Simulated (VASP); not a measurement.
Crystal: Zr.

```xyz
2
Lattice="3.2446 0.0000 0.0000 -1.6223 2.8099 0.0000 0.0000 0.0000 5.1574" Properties=species:S:1:pos:R:3 pbc="T T T"
Zr    0.0000    1.8733    1.2893
Zr    1.6223    0.9366    3.8680
```

Base run:

- Program: VASP 6.6.1
- Functional: r2SCAN
- Potentials or basis: VASP PAW PBE potentials, release 64 (Zr_sv)
- Cutoff: 520 eV
- k mesh: 11 × 11 × 6
- Occupations: fermi-dirac, width 0.6 eV
- Spin: no spin polarisation

Its results: band gap on the k mesh zero (bands 12 and 13 overlap by 1.16 eV); pressure 4.6 GPa.

Q: The run is repeated on the same cell with these changes: occupations from fermi-dirac, width 0.6 eV to gaussian, width 0.1 eV. What comes out?

A: Band gap on the k mesh zero (bands 12 and 13 overlap by 1.14 eV); pressure -0.1 GPa.

Caveats: the PAW data sets were made with another functional, which shifts forces and pressure a little; the cell stands under pressure (at least some runs); so wide a smearing shifts energies and pressures (at least some runs).
